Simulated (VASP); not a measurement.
A run of VASP 6.6.1:

Contents of POSCAR:

```
H21C10N3O2
1.0
    7.1400370000      0.0000000000      0.0000000000
    0.0000000000      7.1400370000      0.0000000000
    0.0000000000      0.0000000000      7.1400370000
C O H N
10 2 21 3
Direct
    0.8386931328      0.3746199074      0.9142669709
    0.8564521444      0.2105171164      0.7779231396
    0.1910634357      0.0758539487      0.2373937278
    0.3177574570      0.1898449546      0.1131226631
    0.5079805609      0.5354173935      0.5467058504
    0.4328408942      0.7190578984      0.5639186464
   -0.0214564714      0.5543388641      0.3514127448
   -0.0715822621      0.7035957937      0.4688070944
    0.3979811309      0.6787359785      1.0473195027
    0.5611175404      0.7848558768      1.0922072253
    1.0498545036      0.1663856924      0.7230214633
    0.4880646977      0.2496485662      0.2051529985
    1.0373475656      0.0512882496      0.6564671864
    0.7934412665      0.0919463022      0.8603036651
    0.7881051597      0.2424357185      0.6440862982
    0.6856266991      0.3902080619      0.9207655366
    0.8712279782      0.3414968298      1.0601345623
    0.9138468050      0.5028825481      0.8737629791
    0.5330084424      0.1531784779      0.2818892955
    0.3717907904      0.1146632714     -0.0089495335
    0.2472816317      0.3228134532      0.0623246070
    0.0371706757      0.0882348369      0.1946488513
    0.2167915937     -0.0689212115      0.2497185939
    0.2130661228      0.1440608781      0.3736955425
    0.6042825828      0.5244230527      0.4280790142
    0.5722519365      0.5032747029      0.6736519713
    0.4065805261      0.4273227156      0.5335546581
   -0.0682489460      0.5708093670      0.1962594872
    0.1271702093      0.5265799043      0.3489897881
   -0.0981087353      0.4323927173      0.3887374813
    0.4333310878      0.5757113023      0.9515356853
    0.3071972876      0.6243385013      1.1662684661
    0.3121132285      0.7829231137      0.9801629880
    0.3551382157      0.8637910420      0.5828541225
   -0.0776466565      0.8354158389      0.5596189488
    0.7055145513      0.8532448781      1.1137897465
```

INCAR.step1

```
PREC = Accurate
ENCUT = 520
ISMEAR = -1
SIGMA = 0.02
LREAL = Auto
LASPH = T
NELM = 100
NBANDS = 68
GGA = PE
ALGO = Normal
EDIFF = 1E-4
LWAVE = T
LCHARG = F
```

INCAR.step2

```
PREC = Accurate
ENCUT = 520
EDIFF = 1E-6
ISMEAR = -1
SIGMA = 0.02
LREAL = Auto
LASPH = T
NELM = 100
ALGO = Normal
ISIF = 2
LWAVE = F
LCHARG = F
METAGGA = R2SCAN
LMIXTAU = T
IVDW = 12
VDW_S6 = 1.0
VDW_S8 = 0.78981345
VDW_A1 = 0.49484001
VDW_A2 = 5.73083694
NBANDS = 68
ISTART = 1
```

The input KPOINTS:

```
regular mesh
0
Gamma
  1 1 1
```

Potentials or basis: VASP PAW PBE potentials, release 64 (C, O, H, N).

Run with:

```console
$ cat potpaw_PBE.64/C/POTCAR potpaw_PBE.64/O/POTCAR potpaw_PBE.64/H/POTCAR potpaw_PBE.64/N/POTCAR > POTCAR
$ cp INCAR.step1 INCAR
$ mpirun -np 1 vasp_gam > vasp.out
$ cp INCAR.step2 INCAR
$ mpirun -np 1 vasp_gam > vasp.out
```

Hardware: 1 thread of Intel(R) Xeon(R) Platinum 8259CL CPU @ 2.50GHz (Skylake/Cascade Lake) (shared host).

Problem. Estimate the wall time of this run.

Solution. Wall time 3.6 min on 1 thread of Intel(R) Xeon(R) Platinum 8259CL CPU @ 2.50GHz (Skylake/Cascade Lake), with other jobs on the host, peak memory 0.44 GiB. Counts: k points 1.
